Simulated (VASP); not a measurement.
# Al (I4mm) in VASP: a series of runs

Runs on Al. Level: PBE. Tasks: single point, relaxation of cell and atoms.

Everything below comes from runs of VASP 6.6.1. Logs are shortened: lines on timing, memory, paths and dates and some standing lists are left out, and cuts for length are marked.

## (1) The cell of the first run

It takes space group I4mm (No. 107, tetragonal). The conventional cell has a = 4.636 Å, b = 4.636 Å, c = 4.498 Å, α = 90.00°, β = 90.00°, γ = 90.00°. Al (site symmetry 4mm) has 8 Al at 2.49 to 2.68 Å within 3.3 Å. Al (site symmetry 2mm) has 6 Al at 2.25 to 2.68 Å within 3.0 Å.

The cell was built from a structure type or drawn by symmetry, and may not be a known phase.

## (2) Single point, PBE

The input, INCAR:

```
SYSTEM = Al
PREC = Accurate
ENCUT = 520
EDIFF = 1E-6
ISMEAR = 0
SIGMA = 0.1
LREAL = .FALSE.
LASPH = .TRUE.
NELM = 60
ALGO = Fast
ISIF = 2
LWAVE = .FALSE.
LCHARG = .FALSE.
GGA = PE
NBANDS = 12
```

The input, KPOINTS:

```
regular mesh
0
G
  6 6 6
  0 0 0
```

The input, POSCAR:

```
Al
1.0
   -2.3178077000      2.3178077000      2.2492382800
    2.3178077000     -2.3178077000      2.2492382800
    2.3178077000      2.3178077000     -2.2492382800
Al
3
Direct
    0.5612900400      0.5612900400      0.0000000000
    0.3582851500      0.8582851500      0.5000000000
    0.8582851500      0.3582851500      0.5000000000
```

Potentials or basis: VASP PAW PBE potentials, release 64 (Al).

Run with:

```bash
cat potpaw_PBE.64/Al/POTCAR > POTCAR
mpirun -np 1 vasp_std > vasp.out
```

OUTCAR:

```text
SYSTEM = Al
   PREC = Accurate
   ENCUT = 520
   EDIFF = 1E-6
   ISMEAR = 0
   LREAL = .FALSE.
   LASPH = .TRUE.
   NELM = 60
   ISIF = 2
   GGA = PE

 ion  position               nearest neighbor table
   1  0.561  0.561  0.000-   2 2.49   3 2.49   2 2.49   3 2.49   2 2.68   3 2.68   2 2.68   3 2.68

   2  0.358  0.858  0.500-   3 2.25   3 2.25   1 2.49   1 2.49   1 2.68   1 2.68   3 3.28   3 3.28
                             3 3.28   3 3.28
   3  0.858  0.358  0.500-   2 2.25   2 2.25   1 2.49   1 2.49   1 2.68   1 2.68   2 3.28   2 3.28
                             2 3.28   2 3.28

  LATTYP: Found a body centered tetragonal cell.
 ALAT       =     4.6356154000
 C/A-ratio  =     0.9704162602

  Lattice vectors:

 A1 = (  -2.3178077000,   2.3178077000,   2.2492382800)
 A2 = (   2.3178077000,  -2.3178077000,   2.2492382800)
 A3 = (   2.3178077000,   2.3178077000,  -2.2492382800)

Analysis of symmetry for initial positions (statically):
=====================================================================
 Subroutine PRICEL returns:
 Original cell was already a primitive cell.

 Routine SETGRP: Setting up the symmetry group for a
 body centered tetragonal supercell.

 Subroutine GETGRP returns: Found  8 space group operations
 (whereof  8 operations were pure point group operations)
 out of a pool of 16 trial point group operations.

The static configuration has the point symmetry C_4v.

Analysis of symmetry for dynamics (positions and initial velocities):
=====================================================================
 Subroutine PRICEL returns:
 Original cell was already a primitive cell.

 Routine SETGRP: Setting up the symmetry group for a
 body centered tetragonal supercell.

 Subroutine GETGRP returns: Found  8 space group operations
 (whereof  8 operations were pure point group operations)
 out of a pool of 16 trial point group operations.

The dynamic configuration has the point symmetry C_4v.

 Subroutine INISYM returns: Found  8 space group operations
 (whereof  8 operations are pure point group operations),
 and found     1 'primitive' translations

----------------------------------------------------------------------------------------

                                     Primitive cell

  volume of cell :      48.3337

  direct lattice vectors                    reciprocal lattice vectors
    -2.317807700  2.317807700  2.249238280     0.000000000  0.215721089  0.222297479
     2.317807700 -2.317807700  2.249238280     0.215721089  0.000000000  0.222297479
     2.317807700  2.317807700 -2.249238280     0.215721089  0.215721089  0.000000000

[... 100 lines left out ...]
   ISMEAR =     0;   SIGMA  =   0.10  broadening in eV -4-tet -1-fermi 0-gaus
   EFERMI_NEDOS =   21; number of points for ismear=-14 and -15
   IALGO  =     68    algorithm
   IMIX   =      4    mixing-type and parameters
     AMIX     =   0.40;   BMIX     =  1.00
     AMIX_MAG =   1.60;   BMIX_MAG =  1.00
  volume/ion in A,a.u.               =      16.11       108.72
  Fermi-wavevector in a.u.,A,eV,Ry     =   0.934844  1.766598 11.890572  0.873932
  Thomas-Fermi vector in A             =   2.061690
   LORBIT       =      0    0 simple, 1 ext, 2 COOP (PROOUT), +10 PAW based schemes
   GGA     = PE    functional components
   LHFCALC =     F    Hartree Fock is set to
   AEXX    =    0.0000 exact exchange contribution
   IVDW    =     0    specifies the selected vdW correction
   LEPSILON=     F    determine dielectric tensor
   LRPA    =     F    only Hartree local field effects (RPA)
 non-spin polarized calculation
 RMM-DIIS sequential band-by-band and
 Gauss-broadening in eV      SIGMA  =   0.10
  energy-cutoff  :      520.00
  volume of cell :       48.33
 maximum number of plane-waves:      1325
 NGX is ok and might be reduce to    30
   NGX = 15   NGY = 15   NGZ = 15

 number of electron       9.0000000 magnetization

 Free energy of the ion-electron system (eV)
  ---------------------------------------------------
  ext. energy  EPLUGINS =         0.00000000
  ---------------------------------------------------
  free energy    TOTEN  =        -8.96316554 eV

  energy without entropy =       -8.95179571  energy(sigma->0) =       -8.95748063

 E-fermi :   7.7617     XC(G=0): -10.1288

 val. band max:        7.7524668750   @ k =  -0.1667  -0.3333   0.1667
 cond. band min:       7.7996115289   @ k =   0.1667   0.1667   0.0000
 fundamental gap:      0.0471446539
 Fermi energy:         7.7617232119

 k-point     1 :       0.0000    0.0000    0.0000
  band No.  band energies     occupation
      1      -3.3614      2.00000
      2       7.0806      2.00000
      3       7.8510      0.20680
      4       7.8510      0.20680
      5      10.1012      0.00000
      6      10.1012      0.00000
      7      10.3524      0.00000
      8      10.4915      0.00000
      9      10.9771      0.00000
     10      11.5954      0.00000
     11      11.5954      0.00000
     12      12.2077      0.00000
[... 331 lines left out ...]
 k-point    24 :      -0.1667   -0.3333    0.1667
  band No.  band energies     occupation
      1      -1.4372      2.00000
      2       2.8098      2.00000
      3       4.9769      2.00000
      4       5.3238      2.00000
      5       7.7525      1.10415
      6       9.5133      0.00000
      7       9.5547      0.00000
      8      11.9079      0.00000
      9      13.9262      0.00000
     10      16.5803      0.00000
     11      16.8113      0.00000
     12      18.8899      0.00000

 [... further k-points ...]

------------------------ aborting loop because EDIFF is reached ----------------------------------------

  FORCE on cell =-STRESS in cart. coord.  units (eV):
  Direction    XX          YY          ZZ          XY          YZ          ZX
  --------------------------------------------------------------------------------------
  -------------------------------------------------------------------------------------
  Total        4.7251069      4.7251069     16.5951062      0.0000000      0.0000000      0.0000000
  in kB      156.6289230    156.6289230    550.0983702      0.0000000      0.0000000      0.0000000
  external PRESSURE =     287.7854054 kB  Pullay stress =       0.0000000 kB

 VOLUME and BASIS-vectors are now :
 -----------------------------------------------------------------------------
  energy-cutoff  :      520.00
  volume of cell :       48.33
      direct lattice vectors                 reciprocal lattice vectors
    -2.317807700  2.317807700  2.249238280     0.000000000  0.215721089  0.222297479
     2.317807700 -2.317807700  2.249238280     0.215721089  0.000000000  0.222297479
     2.317807700  2.317807700 -2.249238280     0.215721089  0.215721089  0.000000000

 POSITION                                       TOTAL-FORCE (eV/Angst)
 -----------------------------------------------------------------------------------
      0.00000      0.00000      2.52495         0.000000      0.000000      1.130355
      2.31781      0.00000      1.61174        -0.000000      0.000000     -0.565178
      0.00000      2.31781      1.61174         0.000000     -0.000000     -0.565178
 -----------------------------------------------------------------------------------
    total drift:                                0.000000      0.000000     -0.000016

  FREE ENERGIE OF THE ION-ELECTRON SYSTEM (eV)
  ---------------------------------------------------
  free  energy   TOTEN  =        -8.9631655412 eV

  energy  without entropy=       -8.9517957097  energy(sigma->0) =       -8.95748063
```

stdout:

```text
POSCAR found type information on POSCAR Al
 POSCAR found :  1 types and       3 ions
 scaLAPACK will be used
 LDA part: xc-table for (Slater+PW92), standard interpolation
 POSCAR, INCAR and KPOINTS ok, starting setup
 FFT: planning ... GRIDC
 FFT: planning ... GRID_SOFT
 FFT: planning ... GRID
 WAVECAR not read
 entering main loop
```

Wall time 27 s (1 thread of Intel Xeon 8259CL, shared host); peak memory 0.16 GiB.

What came out:

- Free energy: -8.9632 eV
- Pressure: 28.8 GPa
- Largest force: 1.130 eV/Å
- Band gap on the k mesh: zero (an odd number of electrons rules out a gap without spin polarisation)

Forces in eV/Å, atoms in the order of the input:
```
Al   0.000  0.000  1.130
Al   0.000  0.000 -0.565
Al   0.000  0.000 -0.565
```

Levels at points of the mesh, in eV from the Fermi level:
| k point | band 2 | band 3 | band 4 | band 5 | band 6 | band 7 |
| --- | --- | --- | --- | --- | --- | --- |
| (0.00, 0.00, 0.00) | -0.68 | 0.09 | 0.09 | 2.34 | 2.34 | 2.59 |
| (0.50, 0.00, 0.00) | -7.28 | -2.08 | -1.36 | -0.53 | -0.24 | 4.68 |
| (0.50, 0.50, 0.00) | -7.25 | -2.64 | -0.61 | -0.14 | 0.90 | 3.35 |
| (0.50, 0.50, 0.50) | -5.31 | -4.51 | -4.51 | -3.69 | -1.74 | 7.75 |

Caveat: the cell stands under pressure; forces of over 1 eV/Å act on the atoms, so gaps and moduli don't describe the material at rest.

[end of part 1 of 2]
